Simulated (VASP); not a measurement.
Ru:

```
CELL_PARAMETERS angstrom
2.70580 0.00000 0.00000
-1.35290 2.34329 0.00000
0.00000 0.00000 4.28190
ATOMIC_POSITIONS crystal
Ru 0.33333 0.66667 0.25000
Ru 0.66667 0.33333 0.75000
```

| Quantity | Value |
| --- | --- |
| Program | VASP 6.6.1 |
| Task | relaxation of cell and atoms |
| Functional | PBEsol |
| Potentials or basis | VASP PAW PBE potentials, release 64 (Ru_pv) |
| Cutoff | 600 eV |
| k mesh | 18 × 18 × 10 |
| Occupations | gaussian, width 0.1 eV |
| Spin | no spin polarisation |

At the start: pressure -6.4 GPa; volume 13.57 Å³/atom.

Q: How do energy, volume and symmetry change on relaxing?

A: Over 7 steps the energy falls by 5.3 meV/atom and the volume is 13.32 Å³/atom (-1.9 %); space group P6_3/mmc (No. 194, to 0.05 Å).

The path:
| step | energy change (eV) | largest force (eV/Å) | pressure (GPa) | volume (Å³) |
| --- | --- | --- | --- | --- |
| 1 | 0.0000 | 0.0000 | -6.39 | 27.15 |
| 2 | 0.1010 | 0.0000 | 24.33 | 25.08 |
| 3 | -0.0107 | 0.0000 | -0.09 | 26.64 |
| 4 | -0.0107 | 0.0000 | -0.04 | 26.63 |
| 5 | -0.0107 | 0.0000 | 0.10 | 26.62 |
| 6 | -0.0107 | 0.0000 | -0.32 | 26.65 |
| 7 | -0.0107 | 0.0000 | 0.03 | 26.63 |

Final structure:
```
Ru
1.0
     2.68923    0.00000    0.00000
    -1.34462    2.32894    0.00000
     0.00000    0.00000    4.25211
Ru
2
Direct
  0.33333 0.66667 0.25000
  0.66667 0.33333 0.75000
```

Caveat: the PAW data sets were made with another functional, which shifts forces and pressure a little.
